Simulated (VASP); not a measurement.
# MgS in VASP: a series of runs

Runs on MgS. Level: PBE. Tasks: single point.

All numbers are computed with VASP 6.6.1; they aren't measurements. Logs are shortened: lines on timing, memory, paths and dates and some standing lists are left out, and cuts for length are marked.

## Step 1: The cell of the first run

The typed cell holds 4 atoms: a = 3.694 Å, b = 3.694 Å, c = 5.233 Å, α = 90.00°, β = 90.00°, γ = 90.00°.

## Step 2: Single point, PBE

Contents of INCAR:

```
  PREC = Accurate
  ENCUT = 520
  EDIFF = 1E-6
  ISMEAR = 0
  SIGMA = 0.1
  LREAL = False
  LASPH = True
  NELM = 100
  ALGO = Normal
  ISIF = 2
  LWAVE = False
  LCHARG = False
  GGA = PE
  NBANDS = 16
```

Contents of KPOINTS:

```
regular mesh
0
Gamma
  6 6 4
```

Contents of POSCAR:

```
MgS
1.0
    3.6941049484      0.0000000000      0.0000000000
    0.0000000000      3.6941049484      0.0000000000
    0.0000000000      0.0000000000      5.2330736019
Mg S
2 2
Direct
    0.5000000000      0.0000000000      0.7499839300
    0.0000000000      0.5000000000      0.2500160700
    0.5000000000      0.0000000000      0.2499356969
    0.0000000000      0.5000000000      0.7500643031
```

Potentials or basis: VASP PAW PBE potentials, release 64 (Mg, S).

On the command line:

```bash
> cat potpaw_PBE.64/Mg/POTCAR potpaw_PBE.64/S/POTCAR > POTCAR
> mpirun -np 1 vasp_std > vasp.out
```

OUTCAR:

```text
PREC = Accurate
   ENCUT = 520
   EDIFF = 1E-6
   ISMEAR = 0
   LREAL = False
   LASPH = True
   NELM = 100
   ISIF = 2
   GGA = PE

 ion  position               nearest neighbor table
   1  0.500  0.000  0.750-   4 2.61   4 2.61   4 2.61   4 2.61   3 2.62   3 2.62
   2  0.000  0.500  0.250-   3 2.61   3 2.61   3 2.61   3 2.61   4 2.62   4 2.62
   3  0.500  0.000  0.250-   2 2.61   2 2.61   2 2.61   2 2.61   1 2.62   1 2.62
   4  0.000  0.500  0.750-   1 2.61   1 2.61   1 2.61   1 2.61   2 2.62   2 2.62

  LATTYP: Found a simple tetragonal cell.
 ALAT       =     3.6941049484
 C/A-ratio  =     1.4166012268

  Lattice vectors:

 A1 = (   3.6941049484,   0.0000000000,   0.0000000000)
 A2 = (   0.0000000000,   3.6941049484,   0.0000000000)
 A3 = (   0.0000000000,   0.0000000000,   5.2330736019)

Analysis of symmetry for initial positions (statically):
=====================================================================
 Subroutine PRICEL returns:
 Original cell was already a primitive cell.

 Routine SETGRP: Setting up the symmetry group for a
 simple tetragonal supercell.

 Subroutine GETGRP returns: Found 16 space group operations
 (whereof  8 operations were pure point group operations)
 out of a pool of 16 trial point group operations.

The static configuration has the point symmetry D_2d.
 The point group associated with its full space group is D_4h.

Analysis of symmetry for dynamics (positions and initial velocities):
=====================================================================
 Subroutine PRICEL returns:
 Original cell was already a primitive cell.

 Routine SETGRP: Setting up the symmetry group for a
 simple tetragonal supercell.

 Subroutine GETGRP returns: Found 16 space group operations
 (whereof  8 operations were pure point group operations)
 out of a pool of 16 trial point group operations.

The dynamic configuration has the point symmetry D_2d.
 The point group associated with its full space group is D_4h.

 Subroutine INISYM returns: Found 16 space group operations
 (whereof  8 operations are pure point group operations),
 and found     1 'primitive' translations

----------------------------------------------------------------------------------------

                                     Primitive cell

  volume of cell :      71.4127

  direct lattice vectors                    reciprocal lattice vectors
     3.694104948  0.000000000  0.000000000     0.270701567  0.000000000  0.000000000
     0.000000000  3.694104948  0.000000000     0.000000000  0.270701567  0.000000000
     0.000000000  0.000000000  5.233073602     0.000000000  0.000000000  0.191092286

  length of vectors
     3.694104948  3.694104948  5.233073602     0.270701567  0.270701567  0.191092286

  position of ions in fractional coordinates (direct lattice)
     0.500000000  0.000000000  0.749983930
     0.000000000  0.500000000  0.250016070
     0.500000000  0.000000000  0.249935697
     0.000000000  0.500000000  0.750064303

  ion indices of the primitive-cell ions
   primitive index   ion index
                 1           1
                 2           2
                 3           3
                 4           4

----------------------------------------------------------------------------------------

 KPOINTS: regular mesh

Automatic generation of k-mesh.
 Grid dimensions read from file:
 generate k-points for:    6    6    4

 Generating k-lattice:

  Cartesian coordinates                     Fractional coordinates (reciprocal lattice)
     0.045116928  0.000000000  0.000000000     0.166666667  0.000000000  0.000000000
     0.000000000  0.045116928  0.000000000     0.000000000  0.166666667  0.000000000
     0.000000000  0.000000000  0.047773072     0.000000000  0.000000000  0.250000000

  Length of vectors
     0.045116928  0.045116928  0.047773072

  Shift w.r.t. Gamma in fractional coordinates (k-lattice)
     0.000000000  0.000000000  0.000000000

 Subroutine IBZKPT returns following result:
 ===========================================

 Found     30 irreducible k-points:

 Following reciprocal coordinates:
            Coordinates               Weight
  0.000000  0.000000  0.000000      1.000000
  0.166667  0.000000  0.000000      4.000000
  0.333333  0.000000  0.000000      4.000000
  0.500000  0.000000  0.000000      2.000000
  0.166667  0.166667  0.000000      4.000000
  0.333333  0.166667  0.000000      8.000000
[... 16 lines left out ...]
  0.333333  0.000000  0.500000      4.000000
  0.500000  0.000000  0.500000      2.000000
 [... further k-points ...]
   k-points           NKPTS =     30   k-points in BZ     NKDIM =     30   number of bands    NBANDS=     16
   number of dos      NEDOS =    301   number of ions     NIONS =      4
   total plane-waves  NPLWV =  31360
   dimension x,y,z NGX =    28 NGY =   28 NGZ =   40
   dimension x,y,z NGXF=    56 NGYF=   56 NGZF=   80
   ions per type =               2   2
   NGX,Y,Z   is equivalent  to a cutoff of  12.60, 12.60, 12.71 a.u.
   NGXF,Y,Z  is equivalent  to a cutoff of  25.20, 25.20, 25.41 a.u.
 SYSTEM =  unknown system
   PREC   = accura    normal or accurate (medium, high low for compatibility)
   ISTART =      0    job   : 0-new  1-cont  2-samecut
   ICHARG =      2    charge: 1-file 2-atom 10-const
   ISPIN  =      1    spin polarized calculation?
   LNONCOLLINEAR =      F non collinear calculations
   LSORBIT =      F    spin-orbit coupling
   LASPH  =      T    aspherical Exc in radial PAW
   ENCUT  =  520.0 eV  38.22 Ry    6.18 a.u.   6.87  6.87  9.73*2*pi/ulx,y,z
   NELM   =    100;   NELMIN=  2; NELMDL= -5     # of ELM steps
   EDIFF  = 0.1E-05   stopping-criterion for ELM
   LREAL  =      F    real-space projection
   EDIFFG = 0.1E-04   stopping-criterion for IOM
   NSW    =      0    number of steps for IOM
   IBRION =     -1    ionic relax: 0-MD 1-quasi-New 2-CG
   NFREE  =      0    steps in history (QN), initial steepest desc. (CG)
   ISIF   =      2    stress and relaxation
   ISYM   =      2    0-nonsym 1-usesym 2-fastsym
   POTIM  = 0.5000    time-step for ionic-motion
   TEBEG  =    0.0;   TEEND  =   0.0 temperature during run
   PSTRESS=    0.0 pullay stress
   NELECT =      16.0000    total number of electrons
   NUPDOWN=      -1.0000    fix difference up-down
   EMIN   =  10.00;   EMAX   =-10.00  energy-range for DOS
   EFERMI =   0.00;   METHOD = LEGACY
   ISMEAR =     0;   SIGMA  =   0.10  broadening in eV -4-tet -1-fermi 0-gaus
   EFERMI_NEDOS =   21; number of points for ismear=-14 and -15
   IALGO  =     38    algorithm
   IMIX   =      4    mixing-type and parameters
     AMIX     =   0.40;   BMIX     =  1.00
     AMIX_MAG =   1.60;   BMIX_MAG =  1.00
  volume/ion in A,a.u.               =      17.85       120.48
  Fermi-wavevector in a.u.,A,eV,Ry     =   0.994313  1.878979 13.451510  0.988658
  Thomas-Fermi vector in A             =   2.126255
   LORBIT       =      0    0 simple, 1 ext, 2 COOP (PROOUT), +10 PAW based schemes
   GGA     = PE    functional components
   LHFCALC =     F    Hartree Fock is set to
   AEXX    =    0.0000 exact exchange contribution
   IVDW    =     0    specifies the selected vdW correction
   LEPSILON=     F    determine dielectric tensor
   LRPA    =     F    only Hartree local field effects (RPA)
 non-spin polarized calculation
 Gauss-broadening in eV      SIGMA  =   0.10
  energy-cutoff  :      520.00
  volume of cell :       71.41
 maximum number of plane-waves:      1964
 NGX is ok and might be reduce to    28

 number of electron      16.0000007 magnetization

 Free energy of the ion-electron system (eV)
  ---------------------------------------------------
  ext. energy  EPLUGINS =         0.00000000
  ---------------------------------------------------
  free energy    TOTEN  =       -17.00446848 eV

  energy without entropy =      -17.00446848  energy(sigma->0) =      -17.00446848

 E-fermi :   4.0735     XC(G=0):  -9.6316

 val. band max:        3.6090075398   @ k =   0.0000   0.0000   0.0000
 cond. band min:       6.3461979867   @ k =   0.5000   0.5000   0.0000
 fundamental gap:      2.7371904469
 Fermi energy:         4.0734660860

 k-point     1 :       0.0000    0.0000    0.0000
  band No.  band energies     occupation
      1      -8.9852      2.00000
      2      -7.3583      2.00000
      3      -0.5184      2.00000
      4       1.9574      2.00000
      5       1.9574      2.00000
      6       3.6018      2.00000
[... 8 lines left out ...]
     15      13.9265      0.00000
     16      13.9494      0.00000

 k-point     2 :       0.1667    0.0000    0.0000
  band No.  band energies     occupation
      1      -8.8105      2.00000
      2      -7.3450      2.00000
      3      -0.2964      2.00000
      4       1.0821      2.00000
      5       2.1029      2.00000
      6       2.5067      2.00000
[... 8 lines left out ...]
     15      12.7308      0.00000
     16      13.7178      0.00000

 k-point     3 :       0.3333    0.0000    0.0000
  band No.  band energies     occupation
      1      -8.3449      2.00000
      2      -7.4222      2.00000
      3       0.0316      2.00000
      4       0.3462      2.00000
      5       0.9177      2.00000
      6       2.4252      2.00000
[... 8 lines left out ...]
     15      12.4620      0.00000
     16      12.7358      0.00000

 k-point     4 :       0.5000    0.0000    0.0000
  band No.  band energies     occupation
      1      -7.7848      2.00000
      2      -7.7848      2.00000
      3      -0.0477      2.00000
      4      -0.0477      2.00000
      5       1.3222      2.00000
      6       1.3222      2.00000
[... 8 lines left out ...]
     15      11.5279      0.00000
     16      11.5279      0.00000

 k-point     5 :       0.1667    0.1667    0.0000
  band No.  band energies     occupation
      1      -8.6434      2.00000
      2      -7.3244      2.00000
      3      -0.0801      2.00000
      4       1.0771      2.00000
      5       1.4275      2.00000
      6       2.0814      2.00000
[... 8 lines left out ...]
     15      12.6671      0.00000
     16      12.6987      0.00000

 k-point     6 :       0.3333    0.1667    0.0000
  band No.  band energies     occupation
      1      -8.2025      2.00000
      2      -7.3730      2.00000
      3       0.1173      2.00000
      4       0.5406      2.00000
      5       0.8118      2.00000
      6       1.7999      2.00000
[... 8 lines left out ...]
     15      12.5362      0.00000
     16      13.2134      0.00000
[... 267 lines left out ...]
 k-point    21 :       0.0000    0.0000    0.5000
  band No.  band energies     occupation
      1      -8.2698      2.00000
      2      -8.2686      2.00000
      3       1.0869      2.00000
      4       1.0874      2.00000
      5       2.6559      2.00000
      6       2.6559      2.00000
[... 8 lines left out ...]
     15      13.7577      0.00000
     16      13.7593      0.00000

 k-point    22 :       0.1667    0.0000    0.5000
  band No.  band energies     occupation
      1      -8.1466      2.00000
      2      -8.1455      2.00000
      3       0.4862      2.00000
      4       0.4871      2.00000
      5       2.6252      2.00000
      6       2.6256      2.00000
[... 8 lines left out ...]
     15      12.4295      0.00000
     16      12.4310      0.00000

 k-point    23 :       0.3333    0.0000    0.5000
  band No.  band energies     occupation
      1      -7.8712      2.00000
      2      -7.8705      2.00000
      3      -0.6373      2.00000
      4      -0.6365      2.00000
      5       2.8515      2.00000
      6       2.8515      2.00000
[... 8 lines left out ...]
     15      13.1088      0.00000
     16      13.1102      0.00000

 k-point    24 :       0.5000    0.0000    0.5000
  band No.  band energies     occupation
      1      -7.7147      2.00000
      2      -7.7147      2.00000
      3      -1.1525      2.00000
      4      -1.1525      2.00000
      5       3.0282      2.00000
      6       3.0282      2.00000
[... 8 lines left out ...]
     15      13.5666      0.00000
     16      13.5666      0.00000

 [... further k-points ...]
[... 5 lines left out ...]
  --------------------------------------------------------------------------------------
  -------------------------------------------------------------------------------------
  Total       -0.0499947     -0.0499947     -0.1403347      0.0000000      0.0000000      0.0000000
  in kB       -1.1216550     -1.1216550     -3.1484750      0.0000000      0.0000000      0.0000000
  external PRESSURE =      -1.7972617 kB  Pullay stress =       0.0000000 kB

 VOLUME and BASIS-vectors are now :
 -----------------------------------------------------------------------------
  energy-cutoff  :      520.00
  volume of cell :       71.41
      direct lattice vectors                 reciprocal lattice vectors
     3.694104948  0.000000000  0.000000000     0.270701567  0.000000000  0.000000000
     0.000000000  3.694104948  0.000000000     0.000000000  0.270701567  0.000000000
     0.000000000  0.000000000  5.233073602     0.000000000  0.000000000  0.191092286

 POSITION                                       TOTAL-FORCE (eV/Angst)
 -----------------------------------------------------------------------------------
      1.84705      0.00000      3.92472        -0.000000      0.000000     -0.000402
      0.00000      1.84705      1.30835        -0.000000     -0.000000      0.000402
      1.84705      0.00000      1.30793         0.000000     -0.000000      0.002762
      0.00000      1.84705      3.92514        -0.000000      0.000000     -0.002762
 -----------------------------------------------------------------------------------
    total drift:                                0.000000      0.000000      0.000000

  FREE ENERGIE OF THE ION-ELECTRON SYSTEM (eV)
  ---------------------------------------------------
  free  energy   TOTEN  =       -17.0044684808 eV

  energy  without entropy=      -17.0044684808  energy(sigma->0) =      -17.00446848
```

Run time: 11 s. Hardware: 1 thread of Intel Xeon 6975P-C (Granite Rapids), shared host; peak memory 0.19 GiB.

What came out:

```yaml
Free_energy: -17.0045 eV
Pressure: -0.2 GPa
Band_gap_on_the_k_mesh: 2.74 eV
```

Forces on the atoms (eV/Å):
```
Mg   0.000  0.000  0.000
Mg   0.000  0.000  0.000
S    0.000  0.000  0.003
S    0.000  0.000 -0.003
```

A k mesh can miss the band edges. PBE gaps usually lie below the measured ones, often by a third to a half.

## Step 3: Single point, PBE

This run uses another cell than the first one, of the same volume but with other edges.

Contents of INCAR:

```
  PREC = Accurate
  ENCUT = 520
  EDIFF = 1E-7
  ISMEAR = 0
  SIGMA = 0.1
  LREAL = False
  LASPH = True
  NELM = 100
  ALGO = Normal
  ISIF = 2
  LWAVE = False
  LCHARG = True
  GGA = PE
  LELF = True
  LVHAR = True
  NBANDS = 16
```

Contents of KPOINTS:

```
Automatic mesh
0
Gamma
  6 6 6
```

Contents of POSCAR:

```
MgS
1.0
    0.0000000000     -2.6147247329     -2.6147247329
   -2.6147247329      0.0000000000     -2.6147247329
    2.6147247329      2.6147247329     -5.2294494658
Mg S
2 2
Direct
    0.2500000000      0.2500000000      0.2500000000
    0.7500000000      0.7500000000      0.7500000000
    0.5000000000      0.5000000000      0.5000000000
    1.0000000000      1.0000000000      1.0000000000
```

Potentials or basis: VASP PAW PBE potentials, release 64 (Mg, S).

On the command line:

```bash
> cat potpaw_PBE.64/Mg/POTCAR potpaw_PBE.64/S/POTCAR > POTCAR
> mpirun -np 1 vasp_std > vasp.out
```

It took 17 s on 1 thread of Intel Xeon 6975P-C (Granite Rapids), shared host; peak memory 0.19 GiB.

The run converged. Its results:

| Property | Result |
| --- | --- |
| Free energy | -17.0035 eV |
| Pressure | -0.3 GPa |
| Band gap on the k mesh | 2.74 eV |

Levels at points of the mesh, in eV from the valence-band top:
```tsv
k point	band 4	band 5	band 6	band 7	band 8	band 9	band 10	band 11	band 12	band 13
(0.00, 0.00, 0.00)	-0.57	-0.57	0.00	0.00	0.00	3.59	4.53	6.89	6.89	7.96
(0.50, 0.00, 0.00)	-3.97	-2.16	-2.16	-1.18	-1.18	4.38	4.38	6.72	6.72	8.74
(0.50, 0.50, 0.00)	-4.11	-1.65	-1.65	-0.57	-0.57	2.74	4.44	4.53	6.89	6.89
(0.00, 0.00, 0.50)	-2.77	-0.31	-0.31	-0.31	-0.31	4.90	4.90	7.80	7.80	7.80
```

## Step 4: Single point, PBE

This run uses another cell than the first one, of the same volume but with other edges.

Contents of INCAR:

```
ALGO = Normal
EDIFF = 1E-6
ENCUT = 520
GGA = PE
ISIF = 2
ISMEAR = 0
LASPH = True
LCHARG = False
LREAL = False
LWAVE = False
NBANDS = 16
NELM = 80
PREC = Accurate
SIGMA = 0.1
```

Contents of KPOINTS:

```
k-points
0
Gamma
  6 6 6
```

Contents of POSCAR:

```
MgS
1.0
    0.0004177214     -2.6205387668     -2.6136739286
   -2.6136799199     -0.0004724012     -2.6130521084
    2.6117026952      2.6167175346     -5.2237675314
Mg S
2 2
Direct
    0.2493294823      0.2501347402      0.2501097321
    0.7502309006      0.7495351913      0.7499891698
    0.4998536225      0.5001615385      0.4999452992
    1.0005859947      1.0001685299      0.9999557989
```

On the command line:

```bash
> cat potpaw_PBE.64/Mg/POTCAR potpaw_PBE.64/S/POTCAR > POTCAR
> mpirun -np 1 vasp_std > vasp.out
```

It took 41 s on 1 thread of Intel Xeon 6975P-C (Granite Rapids), shared host; peak memory 0.26 GiB.

The run converged. Its results:

* Free energy: -17.0034 eV
* Pressure: -0.3 GPa
* Largest force: 0.010 eV/Å
* Band gap on the k mesh: 2.73 eV

Forces on the atoms (eV/Å):
```
Mg  -0.002 -0.009 -0.003
Mg  -0.003  0.003 -0.005
S    0.003  0.001  0.000
S    0.003  0.006  0.007
```

Stress tensor (GPa, compression positive):
```
-0.24  0.01  0.00
 0.01 -0.46 -0.03
 0.00 -0.03 -0.21
```

Levels at points of the mesh, in eV from the valence-band top:
```csv
k point,band 6,band 7,band 8,band 9,band 10,band 11
"(0.00, 0.00, 0.00)",-0.01,-0.01,0.00,3.58,4.51,6.86
"(0.50, 0.00, 0.00)",-2.17,-1.18,-1.18,4.38,4.38,6.71
"(0.00, 0.50, 0.00)",-2.16,-1.19,-1.19,4.36,4.37,6.71
"(0.50, 0.50, 0.00)",-1.65,-0.58,-0.57,2.73,4.43,4.52
"(0.00, 0.00, 0.50)",-0.32,-0.32,-0.32,4.89,4.89,7.77
"(0.50, 0.00, 0.50)",-1.65,-0.58,-0.58,2.74,4.44,4.52
"(0.00, 0.50, 0.50)",-1.65,-0.59,-0.58,2.73,4.43,4.52
"(0.50, 0.50, 0.50)",-2.16,-1.19,-1.19,4.37,4.37,6.70
```

A k mesh can miss the band edges.

## Step 5: Summary

| cell | k mesh | gap on the mesh (eV) | pressure (GPa) |
| --- | --- | --- | --- |
| a = 3.694, b = 3.694, c = 5.233 Å, 4 atoms | 6 × 6 × 4 | 2.74 | -0.2 |
| a = 3.698, b = 3.698, c = 6.405 Å, angles 73.2, 73.2, 60.0°, 4 atoms | 6 × 6 × 6 | 2.74 | -0.3 |
| a = 3.701, b = 3.696, c = 6.400 Å, angles 73.2, 73.3, 60.0°, 4 atoms | 6 × 6 × 6 | 2.73 | -0.3 |

Alike in all rows: task single point; level PBE; potentials or basis VASP PAW PBE potentials, release 64 (Mg, S); no spin polarisation; cutoff (eV) 520; smearing gaussian 0.1 eV.

Total energies depend on the potentials used, so only differences within one code and one set of settings carry meaning.
